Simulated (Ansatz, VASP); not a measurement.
# BiSbTe2S in VASP and in Ansatz

```
Sb Bi Te S
1.0
     4.19912    0.00000    0.00000
    -2.09956    3.63655    0.00000
     0.00000    0.00000   10.01050
Sb Bi Te S
1 1 2 1
Direct
  0.00000 0.00000 0.35104
  0.66667 0.33333 0.63991
  0.00000 0.00000 0.82343
  0.66667 0.33333 0.17695
  0.33333 0.66667 0.00866
```

Change from the starting cell: species swapped into the CeZnAgP2 type (P3m1, No. 156).

Alike in both runs: functional PBE; k mesh 12 × 12 × 4; occupations gaussian, width 0.01 eV; no spin polarisation.

Ansatz relaxed the structure, and its values are those at the end. VASP's run is a single point on that final structure, the one shown.

|  | VASP | Ansatz |
| --- | --- | --- |
| version | VASP 6.6.1 | Ansatz 0.2.0 |
| potentials or method | VASP PAW PBE potentials, release 64 (Sb, Bi_d, Te, S), cutoff 520 eV | scalar-relativistic, plane waves, PAW |
| valence electrons in the cell | 38 | 68 |

```csv
,VASP,Ansatz,Ansatz less VASP
gap on the k mesh at the Fermi level (eV),0.08,0.07,-0.003
least direct gap on the mesh (eV),0.34,0.33,-0.017
pressure (GPa),0.0,0.0,+0.04
rms of the force components (eV/Å),0.014,0.001,-0.0125
```

With one functional, cell and mesh, what is left measures potentials, basis and numerics. VASP's potentials hold 38 valence electrons a cell and Ansatz's 68, so a difference there can come from the potentials and not from the codes.

Neither program's run includes spin-orbit coupling.
